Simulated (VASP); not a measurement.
# C (R-3m) in VASP: notebook

C is run at these levels: PBEsol; tasks: single point, relaxation of the atoms.

Everything below comes from runs of VASP 6.6.1. Logs are shortened: lines on timing, memory, paths and dates and some standing lists are left out, and cuts for length are marked.

### Step 1. The cell of the first run

Symmetry: R-3m, No. 166, trigonal system. The conventional cell has a = 2.538 Å, b = 2.538 Å, c = 6.148 Å, α = 90.00°, β = 90.00°, γ = 120.00°. C (site symmetry 3m) has 4 C at 1.54 to 1.55 Å within 2.0 Å.

### Step 2. Single point, PBEsol

Input file INCAR:

```
ALGO     = Normal         # electronic algorithm
EDIFF    = 1E-6           # SCF threshold, eV
ENCUT    = 600            # plane-wave cutoff, eV
GGA      = PS             # functional
GGA_COMPAT= False        
ISIF     = 2              # what is computed and relaxed
ISMEAR   = 0              # smearing method
LASPH    = True           # aspherical terms in the spheres
LCHARG   = False          # write CHGCAR
LREAL    = False          # projectors in reciprocal space
LWAVE    = False          # write WAVECAR
NBANDS   = 11             # bands
NELM     = 120            # most SCF steps
PREC     = Accurate       # precision mode
SIGMA    = 0.01           # smearing width, eV
```

Input file KPOINTS:

```
k-points
0
Gamma
  9 9 9
```

Input file POSCAR:

```
C
1.0
   -0.0131329370      1.7814679574      1.7814679574
    1.7814679574     -0.0131329370      1.7814679574
    1.7814679574      1.7814679574     -0.0131329370
C
2
Direct
   -0.0000873341     -0.0000873341     -0.0000873341
    0.2500873341      0.2500873341      0.2500873341
```

Potentials or basis: VASP PAW PBE potentials, release 64 (C).

Launch:

```bash
$ cat potpaw_PBE.64/C/POTCAR > POTCAR
$ mpirun -np 1 vasp_std > vasp.out
```

OUTCAR:

```text
EDIFF = 1E-6
   ENCUT = 600
   GGA = PS
   ISIF = 2
   ISMEAR = 0
   LASPH = True
   LREAL = False
   NELM = 120
   PREC = Accurate

 ion  position               nearest neighbor table
   1  1.000  1.000  1.000-   2 1.54   2 1.55   2 1.55   2 1.55
   2  0.250  0.250  0.250-   1 1.54   1 1.55   1 1.55   1 1.55

  LATTYP: Found a trigonal (rhomboedric) cell.
 ALAT       =     2.5194103756
 COS(alpha) =     0.4926146393

  Lattice vectors:

 A1 = (  -0.0131329370,   1.7814679574,   1.7814679574)
 A2 = (   1.7814679574,  -0.0131329370,   1.7814679574)
 A3 = (   1.7814679574,   1.7814679574,  -0.0131329370)

Analysis of symmetry for initial positions (statically):
=====================================================================
 Subroutine PRICEL returns:
 Original cell was already a primitive cell.

 Routine SETGRP: Setting up the symmetry group for a
 trigonal (rhombohedral) supercell.

 Subroutine GETGRP returns: Found 12 space group operations
 (whereof  6 operations were pure point group operations)
 out of a pool of 12 trial point group operations.

The static configuration has the point symmetry C_3v.
 The point group associated with its full space group is D_3d.

Analysis of symmetry for dynamics (positions and initial velocities):
=====================================================================
 Subroutine PRICEL returns:
 Original cell was already a primitive cell.

 Routine SETGRP: Setting up the symmetry group for a
 trigonal (rhombohedral) supercell.

 Subroutine GETGRP returns: Found 12 space group operations
 (whereof  6 operations were pure point group operations)
 out of a pool of 12 trial point group operations.

The dynamic configuration has the point symmetry C_3v.
 The point group associated with its full space group is D_3d.

 Subroutine INISYM returns: Found 12 space group operations
 (whereof  6 operations are pure point group operations),
 and found     1 'primitive' translations

----------------------------------------------------------------------------------------

                                     Primitive cell

  volume of cell :      11.4325

  direct lattice vectors                    reciprocal lattice vectors
    -0.013132937  1.781467957  1.781467957    -0.277582715  0.279644245  0.279644245
     1.781467957 -0.013132937  1.781467957     0.279644245 -0.277582715  0.279644245
     1.781467957  1.781467957 -0.013132937     0.279644245  0.279644245 -0.277582715

  length of vectors
     2.519410376  2.519410376  2.519410376     0.483170747  0.483170747  0.483170747
[... 84 lines left out ...]
   NSW    =      0    number of steps for IOM
   IBRION =     -1    ionic relax: 0-MD 1-quasi-New 2-CG
   NFREE  =      0    steps in history (QN), initial steepest desc. (CG)
   ISIF   =      2    stress and relaxation
   ISYM   =      2    0-nonsym 1-usesym 2-fastsym
   POTIM  = 0.5000    time-step for ionic-motion
   TEBEG  =    0.0;   TEEND  =   0.0 temperature during run
   PSTRESS=    0.0 pullay stress
   NELECT =       8.0000    total number of electrons
   NUPDOWN=      -1.0000    fix difference up-down
   EMIN   =  10.00;   EMAX   =-10.00  energy-range for DOS
   EFERMI =   0.00;   METHOD = LEGACY
   ISMEAR =     0;   SIGMA  =   0.01  broadening in eV -4-tet -1-fermi 0-gaus
   EFERMI_NEDOS =   21; number of points for ismear=-14 and -15
   IALGO  =     38    algorithm
   IMIX   =      4    mixing-type and parameters
     AMIX     =   0.40;   BMIX     =  1.00
     AMIX_MAG =   1.60;   BMIX_MAG =  1.00
  volume/ion in A,a.u.               =       5.72        38.58
  Fermi-wavevector in a.u.,A,eV,Ry     =   1.453421  2.746568 28.741398  2.112433
  Thomas-Fermi vector in A             =   2.570690
   LORBIT       =      0    0 simple, 1 ext, 2 COOP (PROOUT), +10 PAW based schemes
   GGA     = PS    functional components
   LHFCALC =     F    Hartree Fock is set to
   AEXX    =    0.0000 exact exchange contribution
   IVDW    =     0    specifies the selected vdW correction
   LEPSILON=     F    determine dielectric tensor
   LRPA    =     F    only Hartree local field effects (RPA)
 non-spin polarized calculation
 Gauss-broadening in eV      SIGMA  =   0.01
  energy-cutoff  :      600.00
  volume of cell :       11.43
 maximum number of plane-waves:       388
   NGX =  9   NGY =  9   NGZ =  9

 number of electron       7.9999999 magnetization

 Free energy of the ion-electron system (eV)
  ---------------------------------------------------
  ext. energy  EPLUGINS =         0.00000000
  ---------------------------------------------------
  free energy    TOTEN  =       -19.24673663 eV

  energy without entropy =      -19.24673663  energy(sigma->0) =      -19.24673663

 E-fermi :   9.7757     XC(G=0): -13.3943

 val. band max:        9.6134267700   @ k =   0.0000   0.0000   0.0000
 cond. band min:      13.6099323223   @ k =   0.3333   0.3333  -0.0000
 fundamental gap:      3.9965055523
 Fermi energy:         9.7757479307

 k-point     1 :       0.0000    0.0000    0.0000
  band No.  band energies     occupation
      1     -11.8216      2.00000
      2       9.5861      2.00000
      3       9.5861      2.00000
      4       9.6134      2.00000
      5      15.0105      0.00000
      6      15.0105      0.00000
      7      15.3127      0.00000
      8      22.7979      0.00000
      9      28.4568      0.00000
     10      35.9801      0.00000
     11      35.9801      0.00000
[... 309 lines left out ...]
 k-point    24 :       0.4444    0.4444    0.0000
  band No.  band energies     occupation
      1      -4.8425      2.00000
      2      -1.3024      2.00000
      3       3.3390      2.00000
      4       3.4944      2.00000
      5      13.7553      0.00000
      6      14.8751      0.00000
      7      25.8748      0.00000
      8      25.9010      0.00000
      9      32.0499      0.00000
     10      32.7885      0.00000
     11      42.0218      0.00000

 [... further k-points ...]
[... 5 lines left out ...]
  --------------------------------------------------------------------------------------
  -------------------------------------------------------------------------------------
  Total       -0.5487088     -0.5487088     -0.5487088      0.2915709      0.2915709      0.2915709
  in kB      -76.8975549    -76.8975549    -76.8975549     40.8615468     40.8615468     40.8615468
  external PRESSURE =     -76.8975549 kB  Pullay stress =       0.0000000 kB

 VOLUME and BASIS-vectors are now :
 -----------------------------------------------------------------------------
  energy-cutoff  :      600.00
  volume of cell :       11.43
      direct lattice vectors                 reciprocal lattice vectors
    -0.013132937  1.781467957  1.781467957    -0.277582715  0.279644245  0.279644245
     1.781467957 -0.013132937  1.781467957     0.279644245 -0.277582715  0.279644245
     1.781467957  1.781467957 -0.013132937     0.279644245  0.279644245 -0.277582715

 POSITION                                       TOTAL-FORCE (eV/Angst)
 -----------------------------------------------------------------------------------
      3.54949      3.54949      3.54949        -0.003612     -0.003612     -0.003612
      0.88776      0.88776      0.88776         0.003612      0.003612      0.003612
 -----------------------------------------------------------------------------------
    total drift:                                0.000000      0.000000      0.000000

  FREE ENERGIE OF THE ION-ELECTRON SYSTEM (eV)
  ---------------------------------------------------
  free  energy   TOTEN  =       -19.2467366262 eV

  energy  without entropy=      -19.2467366262  energy(sigma->0) =      -19.24673663
```

OSZICAR:

```text
N       E                     dE             d eps       ncg     rms          rms(c)
DAV:   1     0.781875464497E+00    0.78188E+00   -0.52344E+03  1910   0.801E+02
DAV:   2    -0.194904252169E+02   -0.20272E+02   -0.19545E+02  2401   0.132E+02
DAV:   3    -0.198931566880E+02   -0.40273E+00   -0.40164E+00  2229   0.141E+01
DAV:   4    -0.198938311266E+02   -0.67444E-03   -0.67443E-03  2016   0.720E-01
DAV:   5    -0.198938319514E+02   -0.82488E-06   -0.82489E-06  2140   0.244E-02    0.550E+00
DAV:   6    -0.194137803797E+02    0.48005E+00   -0.24534E-01  1939   0.343E+00    0.324E+00
DAV:   7    -0.192461705260E+02    0.16761E+00   -0.29601E-01  2032   0.380E+00    0.668E-01
DAV:   8    -0.192467097980E+02   -0.53927E-03   -0.73873E-03  1990   0.676E-01    0.293E-02
DAV:   9    -0.192467280571E+02   -0.18259E-04   -0.15840E-05  2231   0.364E-02    0.213E-02
DAV:  10    -0.192467368113E+02   -0.87543E-05   -0.37062E-06  2044   0.168E-02    0.439E-03
DAV:  11    -0.192467366262E+02    0.18510E-06   -0.11359E-07  1164   0.296E-03
   1 F= -.19246737E+02 E0= -.19246737E+02  d E =-.288467-119
```

stdout:

```text
POSCAR found type information on POSCAR C
 POSCAR found :  1 types and       2 ions
 scaLAPACK will be used
 -----------------------------------------------------------------------------
|                                                                             |
|                                                                             |
|     You enforced a specific xc type in the INCAR file but a different       |
|     I HOPE YOU KNOW WHAT YOU ARE DOING!                                     |
|                                                                             |
 -----------------------------------------------------------------------------

 LDA part: xc-table for (Slater+PW92), standard interpolation
 POSCAR, INCAR and KPOINTS ok, starting setup
 FFT: planning ... GRIDC
 FFT: planning ... GRID_SOFT
 FFT: planning ... GRID
 WAVECAR not read
 entering main loop
```

Wall time 6.4 s (1 thread of Intel Xeon Platinum 8375C at 2.90GHz (Ice Lake), shared host); peak memory 0.12 GiB.

What came out:

```yaml
Free_energy: -19.2467 eV
Pressure: -7.7 GPa
Largest_force: 0.006 eV/Å
Band_gap_on_the_k_mesh: 4.00 eV (least direct gap 5.40 eV)
```

Forces on the atoms (eV/Å):
```
C   -0.004 -0.004 -0.004
C    0.004  0.004  0.004
```

Caveat: the cell stands under tension; the PAW data sets were made with another functional, which shifts forces and pressure a little; an odd mesh through Γ misses points on the zone boundary, where band edges can lie.

### Step 3. Relaxation of the atoms, PBEsol (strained cell)

Input file INCAR:

```
SYSTEM = C
  PREC = Accurate
  ENCUT = 520
  EDIFF = 1E-7
  ISMEAR = 0
  SIGMA = 0.02
  LREAL = .False.
  LASPH = .True.
  NELM = 120
  ALGO = Normal
  ISIF = 2
  LWAVE = .False.
  LCHARG = .False.
  GGA = PS
  IBRION = 2
  NSW = 60
  EDIFFG = -0.002
  GGA_COMPAT = .False.
  NELMIN = 4
```

Input file KPOINTS:

```
regular mesh
0
Gamma
  9 9 9
  0 0 0
```

Input file POSCAR:

```
C
1.0
   -0.0189528807      1.7756480136      1.7756480136
    1.7756480136     -0.0189528807      1.7756480136
    1.7756480136      1.7756480136     -0.0189528807
C
2
Direct
    0.0000000000      0.0000000000      0.0000000000
    0.2500000000      0.2500000000      0.2500000000
```

Potentials or basis: VASP PAW PBE potentials, release 64 (C).

Launch:

```bash
$ cat potpaw_PBE.64/C/POTCAR > POTCAR
$ mpirun -np 1 vasp_std > vasp.out
```

Run time: 9.3 s. Hardware: 1 thread of Intel Xeon Platinum 8375C at 2.90GHz (Ice Lake), shared host; peak memory 0.12 GiB.

The run converged. Its results:

```
Free energy               : -19.2410 eV
Energy gained by relaxing : 0.0 meV/atom
Ionic steps               : 3
Pressure after relaxing   : -4.9 GPa
Band gap on the k mesh    : 3.99 eV (least direct gap 5.35 eV)
```

Stress tensor (GPa, compression positive):
```
-4.88  5.98  5.98
 5.98 -4.88  5.98
 5.98  5.98 -4.88
```

Final structure:
```
CELL_PARAMETERS angstrom
-0.01895 1.77565 1.77565
1.77565 -0.01895 1.77565
1.77565 1.77565 -0.01895
ATOMIC_POSITIONS crystal
C 0.99984 0.99984 0.99984
C 0.25016 0.25016 0.25016
```

Levels at points of the mesh, in eV from the valence-band top:
| k point | band 1 | band 2 | band 3 | band 4 | band 5 | band 6 | band 7 | band 8 |
| --- | --- | --- | --- | --- | --- | --- | --- | --- |
| (0.00, 0.00, 0.00) | -21.52 | -0.05 | -0.05 | 0.00 | 5.35 | 5.35 | 5.78 | 13.30 |

Caveat: the cell differs from its parent crystal (strained cell); the PAW data sets were made with another functional, which shifts forces and pressure a little; an odd mesh through Γ misses points on the zone boundary, where band edges can lie.

(Part 1 of 2 ends here.)
